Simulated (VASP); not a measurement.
# Pt (Pm-3m) in VASP: a series of runs

The runs below take Pt through single point, with PBE.

All numbers are computed with VASP 6.6.1; they aren't measurements. Logs are shortened: lines on timing, memory, paths and dates and some standing lists are left out, and cuts for length are marked.

### Step 1. The cell of the first run

Symmetry: Pm-3m, No. 221, cubic system. Conventional cell: a = 2.606 Å, b = 2.606 Å, c = 2.606 Å, α = 90.00°, β = 90.00°, γ = 90.00°. Pt (site symmetry m-3m) has 6 Pt at 2.61 Å within 3.4 Å.

### Step 2. Single point, PBE

Contents of INCAR:

```
SYSTEM = Pt
PREC = Accurate ; ENCUT = 520
EDIFF = 1E-7 ; ISMEAR = 1
SIGMA = 0.05 ; LREAL = .FALSE.
LASPH = .TRUE. ; NELM = 100
ALGO = Normal ; ISIF = 2
LWAVE = .FALSE. ; LCHARG = .TRUE.
GGA = PE ; LELF = .TRUE.
LVHAR = .TRUE. ; NBANDS = 11
```

Contents of KPOINTS:

```
Automatic mesh
0
G
  17 17 17
  0 0 0
```

Contents of POSCAR:

```
Pt
1.0
    2.6056725453      0.0000000000      0.0000000000
    0.0000000000      2.6056725453      0.0000000000
    0.0000000000      0.0000000000      2.6056725453
Pt
1
Direct
    0.0000000000      0.0000000000      0.0000000000
```

Potentials or basis: VASP PAW PBE potentials, release 64 (Pt).

Command:

```console
cat potpaw_PBE.64/Pt/POTCAR > POTCAR
mpirun -np 1 vasp_std > vasp.out
```

OUTCAR:

```text
SYSTEM = Pt
   PREC = Accurate
   ENCUT = 520
   EDIFF = 1E-7
   ISMEAR = 1
   LREAL = .FALSE.
   LASPH = .TRUE.
   NELM = 100
   ISIF = 2
   GGA = PE

 ion  position               nearest neighbor table
   1  0.000  0.000  0.000-

  LATTYP: Found a simple cubic cell.
 ALAT       =     2.6056725453

  Lattice vectors:

 A1 = (   2.6056725453,   0.0000000000,   0.0000000000)
 A2 = (   0.0000000000,   2.6056725453,   0.0000000000)
 A3 = (   0.0000000000,   0.0000000000,   2.6056725453)

Analysis of symmetry for initial positions (statically):
=====================================================================
 Subroutine PRICEL returns:
 Original cell was already a primitive cell.

 Routine SETGRP: Setting up the symmetry group for a
 simple cubic supercell.

 Subroutine GETGRP returns: Found 48 space group operations
 (whereof 48 operations were pure point group operations)
 out of a pool of 48 trial point group operations.

The static configuration has the point symmetry O_h .

Analysis of symmetry for dynamics (positions and initial velocities):
=====================================================================
 Subroutine PRICEL returns:
 Original cell was already a primitive cell.

 Routine SETGRP: Setting up the symmetry group for a
 simple cubic supercell.

 Subroutine GETGRP returns: Found 48 space group operations
 (whereof 48 operations were pure point group operations)
 out of a pool of 48 trial point group operations.

The dynamic configuration has the point symmetry O_h .

 Subroutine INISYM returns: Found 48 space group operations
 (whereof 48 operations are pure point group operations),
 and found     1 'primitive' translations

----------------------------------------------------------------------------------------

                                     Primitive cell

  volume of cell :      17.6913

  direct lattice vectors                    reciprocal lattice vectors
     2.605672545  0.000000000  0.000000000     0.383778077  0.000000000  0.000000000
     0.000000000  2.605672545  0.000000000     0.000000000  0.383778077  0.000000000
     0.000000000  0.000000000  2.605672545     0.000000000  0.000000000  0.383778077

  length of vectors
     2.605672545  2.605672545  2.605672545     0.383778077  0.383778077  0.383778077

  position of ions in fractional coordinates (direct lattice)
     0.000000000  0.000000000  0.000000000

  ion indices of the primitive-cell ions
   primitive index   ion index
                 1           1

----------------------------------------------------------------------------------------

 KPOINTS: Automatic mesh

Automatic generation of k-mesh.
 Grid dimensions read from file:
 generate k-points for:   17   17   17

 Generating k-lattice:

  Cartesian coordinates                     Fractional coordinates (reciprocal lattice)
     0.022575181  0.000000000  0.000000000     0.058823529  0.000000000  0.000000000
     0.000000000  0.022575181  0.000000000     0.000000000  0.058823529  0.000000000
     0.000000000  0.000000000  0.022575181     0.000000000  0.000000000  0.058823529

  Length of vectors
     0.022575181  0.022575181  0.022575181

  Shift w.r.t. Gamma in fractional coordinates (k-lattice)
     0.000000000  0.000000000  0.000000000

 Subroutine IBZKPT returns following result:
 ===========================================

 Found    165 irreducible k-points:

 Following reciprocal coordinates:
            Coordinates               Weight
  0.000000  0.000000  0.000000      1.000000
  0.058824  0.000000  0.000000      6.000000
  0.117647  0.000000  0.000000      6.000000
  0.176471  0.000000  0.000000      6.000000
  0.235294  0.000000  0.000000      6.000000
  0.294118  0.000000  0.000000      6.000000
[... 16 lines left out ...]
  0.411765  0.117647  0.000000     24.000000
  0.470588  0.117647  0.000000     24.000000
 [... further k-points ...]
   k-points           NKPTS =    165   k-points in BZ     NKDIM =    165   number of bands    NBANDS=     11
   number of dos      NEDOS =    301   number of ions     NIONS =      1
   total plane-waves  NPLWV =   8000
   dimension x,y,z NGX =    20 NGY =   20 NGZ =   20
   dimension x,y,z NGXF=    40 NGYF=   40 NGZF=   40
   ions per type =               1
   NGX,Y,Z   is equivalent  to a cutoff of  12.76, 12.76, 12.76 a.u.
   NGXF,Y,Z  is equivalent  to a cutoff of  25.52, 25.52, 25.52 a.u.
 SYSTEM =  Pt
   PREC   = accura    normal or accurate (medium, high low for compatibility)
   ISTART =      0    job   : 0-new  1-cont  2-samecut
   ICHARG =      2    charge: 1-file 2-atom 10-const
   ISPIN  =      1    spin polarized calculation?
   LNONCOLLINEAR =      F non collinear calculations
   LSORBIT =      F    spin-orbit coupling
   LASPH  =      T    aspherical Exc in radial PAW
   ENCUT  =  520.0 eV  38.22 Ry    6.18 a.u.   4.84  4.84  4.84*2*pi/ulx,y,z
   NELM   =    100;   NELMIN=  2; NELMDL= -5     # of ELM steps
   EDIFF  = 0.1E-06   stopping-criterion for ELM
   LREAL  =      F    real-space projection
   EDIFFG = 0.1E-05   stopping-criterion for IOM
   NSW    =      0    number of steps for IOM
   IBRION =     -1    ionic relax: 0-MD 1-quasi-New 2-CG
   NFREE  =      0    steps in history (QN), initial steepest desc. (CG)
   ISIF   =      2    stress and relaxation
   ISYM   =      2    0-nonsym 1-usesym 2-fastsym
   POTIM  = 0.5000    time-step for ionic-motion
   TEBEG  =    0.0;   TEEND  =   0.0 temperature during run
   PSTRESS=    0.0 pullay stress
   NELECT =      10.0000    total number of electrons
   NUPDOWN=      -1.0000    fix difference up-down
   EMIN   =  10.00;   EMAX   =-10.00  energy-range for DOS
   EFERMI =   0.00;   METHOD = LEGACY
   ISMEAR =     1;   SIGMA  =   0.05  broadening in eV -4-tet -1-fermi 0-gaus
   EFERMI_NEDOS =   21; number of points for ismear=-14 and -15
   IALGO  =     38    algorithm
   IMIX   =      4    mixing-type and parameters
     AMIX     =   0.40;   BMIX     =  1.00
     AMIX_MAG =   1.60;   BMIX_MAG =  1.00
  volume/ion in A,a.u.               =      17.69       119.39
  Fermi-wavevector in a.u.,A,eV,Ry     =   1.353594  2.557921 24.928811  1.832216
  Thomas-Fermi vector in A             =   2.480836
   LORBIT       =      0    0 simple, 1 ext, 2 COOP (PROOUT), +10 PAW based schemes
   GGA     = PE    functional components
   LHFCALC =     F    Hartree Fock is set to
   AEXX    =    0.0000 exact exchange contribution
   IVDW    =     0    specifies the selected vdW correction
   LEPSILON=     F    determine dielectric tensor
   LRPA    =     F    only Hartree local field effects (RPA)
 non-spin polarized calculation
 Methfessel and Paxton  Order N= 1 SIGMA  =   0.05
  energy-cutoff  :      520.00
  volume of cell :       17.69
 maximum number of plane-waves:       491
 NGX is ok and might be reduce to    20
   NGX =  9   NGY =  9   NGZ =  9

 number of electron      10.0000002 magnetization

 Free energy of the ion-electron system (eV)
  ---------------------------------------------------
  ext. energy  EPLUGINS =         0.00000000
  ---------------------------------------------------
  free energy    TOTEN  =        -5.63649111 eV

  energy without entropy =       -5.63636231  energy(sigma->0) =       -5.63644818

 E-fermi :   8.4948     XC(G=0): -12.3969

 val. band max:        8.4890110557   @ k =   0.3529   0.1765   0.1765
 cond. band min:       8.4981683665   @ k =   0.2353   0.1176   0.0588
 fundamental gap:      0.0091573109
 Fermi energy:         8.4947517897

 k-point     1 :       0.0000    0.0000    0.0000
  band No.  band energies     occupation
      1      -0.0430      2.00000
      2       2.7206      2.00000
      3       2.7206      2.00000
      4       8.8172     -0.00000
      5       8.8172     -0.00000
      6       8.8172     -0.00000
      7      23.8160      0.00000
      8      23.8160      0.00000
      9      23.8160      0.00000
     10      29.6266      0.00000
     11      32.3428      0.00000

 k-point     2 :       0.0588    0.0000    0.0000
  band No.  band energies     occupation
      1       0.0571      2.00000
      2       2.7392      2.00000
      3       2.8097      2.00000
      4       8.7253     -0.00000
      5       8.7253     -0.00000
      6       8.8243     -0.00000
      7      23.0993      0.00000
      8      23.9951      0.00000
      9      23.9951      0.00000
     10      30.1019      0.00000
     11      31.6727      0.00000

 k-point     3 :       0.1176    0.0000    0.0000
  band No.  band energies     occupation
      1       0.3403      2.00000
      2       2.7931      2.00000
      3       3.0841      2.00000
      4       8.4714      1.70261
      5       8.4714      1.70256
      6       8.8447     -0.00000
      7      21.5612      0.00000
      8      24.5055      0.00000
      9      24.5055      0.00000
     10      30.3743      0.00000
     11      30.6713      0.00000

 k-point     4 :       0.1765    0.0000    0.0000
  band No.  band energies     occupation
      1       0.7564      2.00000
      2       2.8760      2.00000
      3       3.5615      2.00000
      4       8.1096      2.00000
      5       8.1096      2.00000
      6       8.8758     -0.00000
      7      19.8273      0.00000
      8      25.2779      0.00000
      9      25.2779      0.00000
     10      29.0224      0.00000
     11      30.8373      0.00000

 k-point     5 :       0.2353    0.0000    0.0000
  band No.  band energies     occupation
      1       1.2336      2.00000
      2       2.9781      2.00000
      3       4.2572      2.00000
      4       7.7045      2.00000
      5       7.7045      2.00000
      6       8.9136     -0.00000
      7      18.1217      0.00000
      8      26.2227      0.00000
      9      26.2227      0.00000
     10      27.7873      0.00000
     11      30.7008      0.00000
[... 211 lines left out ...]
 k-point    21 :       0.2941    0.1176    0.0000
  band No.  band energies     occupation
      1       2.0726      2.00000
      2       3.4009      2.00000
      3       5.1094      2.00000
      4       7.0976      2.00000
      5       7.3576      2.00000
      6       8.6361     -0.00048
      7      17.0352      0.00000
      8      24.3154      0.00000
      9      27.3679      0.00000
     10      28.0147      0.00000
     11      32.0835      0.00000

 k-point    22 :       0.3529    0.1176    0.0000
  band No.  band energies     occupation
      1       2.4634      2.00000
      2       3.5239      2.00000
      3       5.5683      2.00000
      4       7.0332      2.00000
      5       7.3766      2.00000
      6       8.6766     -0.00000
      7      15.5146      0.00000
      8      24.9656      0.00000
      9      26.7668      0.00000
     10      29.0668      0.00000
     11      30.6871      0.00000

 k-point    23 :       0.4118    0.1176    0.0000
  band No.  band energies     occupation
      1       2.7544      2.00000
      2       3.6319      2.00000
      3       5.5581      2.00000
      4       6.8002      2.00000
      5       8.2451      2.00000
      6       8.7075     -0.00000
      7      14.1745      0.00000
      8      25.2788      0.00000
      9      26.7028      0.00000
     10      29.2658      0.00000
     11      29.9995      0.00000

 k-point    24 :       0.4706    0.1176    0.0000
  band No.  band energies     occupation
      1       2.9103      2.00000
      2       3.7012      2.00000
      3       5.4646      2.00000
      4       6.6789      2.00000
      5       8.7241     -0.00000
      6       9.0470     -0.00000
      7      13.2363      0.00000
      8      25.2601      0.00000
      9      27.2300      0.00000
     10      28.1057      0.00000
     11      30.6066      0.00000

 [... further k-points ...]

------------------------ aborting loop because EDIFF is reached ----------------------------------------

  FORCE on cell =-STRESS in cart. coord.  units (eV):
  Direction    XX          YY          ZZ          XY          YZ          ZX
  --------------------------------------------------------------------------------------
  -------------------------------------------------------------------------------------
  Total        0.3844153      0.3844153      0.3844153      0.0000000      0.0000000     -0.0000000
  in kB       34.8138231     34.8138231     34.8138231      0.0000000      0.0000000     -0.0000000
  external PRESSURE =      34.8138231 kB  Pullay stress =       0.0000000 kB

 VOLUME and BASIS-vectors are now :
 -----------------------------------------------------------------------------
  energy-cutoff  :      520.00
  volume of cell :       17.69
      direct lattice vectors                 reciprocal lattice vectors
     2.605672545  0.000000000  0.000000000     0.383778077  0.000000000  0.000000000
     0.000000000  2.605672545  0.000000000     0.000000000  0.383778077  0.000000000
     0.000000000  0.000000000  2.605672545     0.000000000  0.000000000  0.383778077

 POSITION                                       TOTAL-FORCE (eV/Angst)
 -----------------------------------------------------------------------------------
      0.00000      0.00000      0.00000         0.000000      0.000000      0.000000
 -----------------------------------------------------------------------------------
    total drift:                               -0.000000     -0.000000     -0.000000

  FREE ENERGIE OF THE ION-ELECTRON SYSTEM (eV)
  ---------------------------------------------------
  free  energy   TOTEN  =        -5.6364911118 eV

  energy  without entropy=       -5.6363623060  energy(sigma->0) =       -5.63644818
```

Run time: 47 s. Hardware: 1 thread of AMD EPYC, shared host; peak memory 0.11 GiB.

What came out:

- Free energy: -5.6365 eV
- Pressure: 3.5 GPa
- Band gap on the k mesh: zero (band 5 reaches 10.48 eV, above the bottom of band 6 at 7.45 eV)

Levels at points of the mesh, in eV from the Fermi level:
```tsv
k point	band 2	band 3	band 4	band 5	band 6	band 7	band 8	band 9
(0.00, 0.00, 0.00)	-5.77	-5.77	0.32	0.32	0.32	15.32	15.32	15.32
```

Caveat: spin-orbit coupling is left out, which moves the levels of the heavy elements.

### Step 3. Single point, PBE

This run uses another cell than the first one, of 18.05 Å³/atom, 1.020 times its volume.

Contents of INCAR:

```
ALGO = Normal ; EDIFF = 1E-6
ENCUT = 520 ; GGA = PE
ISIF = 2 ; ISMEAR = 1
LASPH = T ; LCHARG = F
LREAL = F ; LWAVE = F
NBANDS = 11 ; NELM = 80
PREC = Accurate ; SIGMA = 0.05
```

Contents of KPOINTS:

```
k-points
0
Gamma
  16 16 16
```

Contents of POSCAR:

```
Pt
1.0
    2.6232789749      0.0000000000      0.0000000000
    0.0000000000      2.6232789749      0.0000000000
    0.0000000000      0.0000000000      2.6232789749
Pt
1
Direct
    0.0000000000      0.0000000000      0.0000000000
```

Potentials or basis: VASP PAW PBE potentials, release 64 (Pt).

Command:

```console
cat potpaw_PBE.64/Pt/POTCAR > POTCAR
mpirun -np 1 vasp_std > vasp.out
```

OUTCAR:

```text
EDIFF = 1E-6
   ENCUT = 520
   GGA = PE
   ISIF = 2
   ISMEAR = 1
   LASPH = T
   LREAL = F
   NELM = 80
   PREC = Accurate

 ion  position               nearest neighbor table
   1  0.000  0.000  0.000-

  LATTYP: Found a simple cubic cell.
 ALAT       =     2.6232789749

  Lattice vectors:

 A1 = (   2.6232789749,   0.0000000000,   0.0000000000)
 A2 = (   0.0000000000,   2.6232789749,   0.0000000000)
 A3 = (   0.0000000000,   0.0000000000,   2.6232789749)

Analysis of symmetry for initial positions (statically):
[... 514 lines left out ...]

 [... further k-points ...]

------------------------ aborting loop because EDIFF is reached ----------------------------------------

  FORCE on cell =-STRESS in cart. coord.  units (eV):
  Direction    XX          YY          ZZ          XY          YZ          ZX
  --------------------------------------------------------------------------------------
  -------------------------------------------------------------------------------------
  Total       -0.0475882     -0.0475882     -0.0475882      0.0000000      0.0000000     -0.0000000
  in kB       -4.2235374     -4.2235374     -4.2235374      0.0000000      0.0000000     -0.0000000
  external PRESSURE =      -4.2235374 kB  Pullay stress =       0.0000000 kB

 VOLUME and BASIS-vectors are now :
 -----------------------------------------------------------------------------
  energy-cutoff  :      520.00
  volume of cell :       18.05
      direct lattice vectors                 reciprocal lattice vectors
     2.623278975  0.000000000  0.000000000     0.381202308  0.000000000  0.000000000
     0.000000000  2.623278975  0.000000000     0.000000000  0.381202308  0.000000000
     0.000000000  0.000000000  2.623278975     0.000000000  0.000000000  0.381202308

 POSITION                                       TOTAL-FORCE (eV/Angst)
 -----------------------------------------------------------------------------------
      0.00000      0.00000      0.00000         0.000000      0.000000      0.000000
 -----------------------------------------------------------------------------------
    total drift:                                0.000000     -0.000000     -0.000000

  FREE ENERGIE OF THE ION-ELECTRON SYSTEM (eV)
  ---------------------------------------------------
  free  energy   TOTEN  =        -5.6439221516 eV

  energy  without entropy=       -5.6436404192  energy(sigma->0) =       -5.64382824
```

Wall time 40 s (1 thread of AMD EPYC, shared host); peak memory 0.12 GiB.

Results:

```yaml
Free_energy: -5.6439 eV
Pressure: -0.4 GPa
Band_gap_on_the_k_mesh: zero (band 5 reaches 10.23 eV, above the bottom of band 6 at 7.14 eV)
```

Caveat: spin-orbit coupling is left out, which moves the levels of the heavy elements.

### Step 4. Single point, PBE

This run uses another cell than the first one, of 18.41 Å³/atom, 1.041 times its volume.

Contents of INCAR:

```
SYSTEM = Pt
  ALGO = Normal
  EDIFF = 1E-6
  ENCUT = 520
  GGA = PE
  ISIF = 2
  ISMEAR = 1
  LASPH = .TRUE.
  LCHARG = .FALSE.
  LREAL = .FALSE.
  LWAVE = .FALSE.
  NBANDS = 11
  NELM = 100
  PREC = Accurate
  SIGMA = 0.05
```

Contents of KPOINTS:

```
k-points
0
G
  16 16 16
  0 0 0
```

Contents of POSCAR:

```
Pt
1.0
    2.6406521897      0.0000000000      0.0000000000
    0.0000000000      2.6406521897      0.0000000000
    0.0000000000      0.0000000000      2.6406521897
Pt
1
Direct
    0.0000000000      0.0000000000      0.0000000000
```

Command:

```console
cat potpaw_PBE.64/Pt/POTCAR > POTCAR
mpirun -np 1 vasp_std > vasp.out
```

It took 39 s on 1 thread of AMD EPYC, shared host; peak memory 0.12 GiB.

The run converged. Its results:

```
Free energy            : -5.6393 eV
Pressure               : -3.8 GPa
Band gap on the k mesh : zero (band 5 reaches 9.85 eV, above the bottom of band 6 at 6.87 eV)
```

Levels at points of the mesh, in eV from the Fermi level:
```
           k point  band 2  band 3  band 4  band 5  band 6  band 7  band 8  band 9
(0.00, 0.00, 0.00)   -5.49   -5.49    0.25    0.25    0.25   15.05   15.05   15.05
(0.50, 0.00, 0.00)   -4.93   -1.81   -1.81   -0.41    0.45    4.27   16.48   19.37
(0.50, 0.50, 0.00)   -4.50   -1.43   -1.43    1.80    4.46    4.46    9.20   13.23
(0.50, 0.50, 0.50)   -4.65   -4.65    1.94    1.94    9.84    9.84    9.84   10.05
```

Caveat: spin-orbit coupling is left out, which moves the levels of the heavy elements.

### Step 5. The runs side by side

| cell | k mesh | gap on the mesh (eV) | pressure (GPa) |
| --- | --- | --- | --- |
| a = 2.606 Å, 1 atom | 17 × 17 × 17 | none | 3.5 |
| a = 2.623 Å, 1 atom | 16 × 16 × 16 | none | -0.4 |
| a = 2.641 Å, 1 atom | 16 × 16 × 16 | none | -3.8 |

Alike in all rows: task single point; level PBE; potentials or basis VASP PAW PBE potentials, release 64 (Pt); no spin polarisation; cutoff (eV) 520; smearing methfessel-paxton 0.05 eV.

Caveats: spin-orbit coupling is left out, which moves the levels of the heavy elements.

Absolute energies hang on the potentials; compare differences alone.
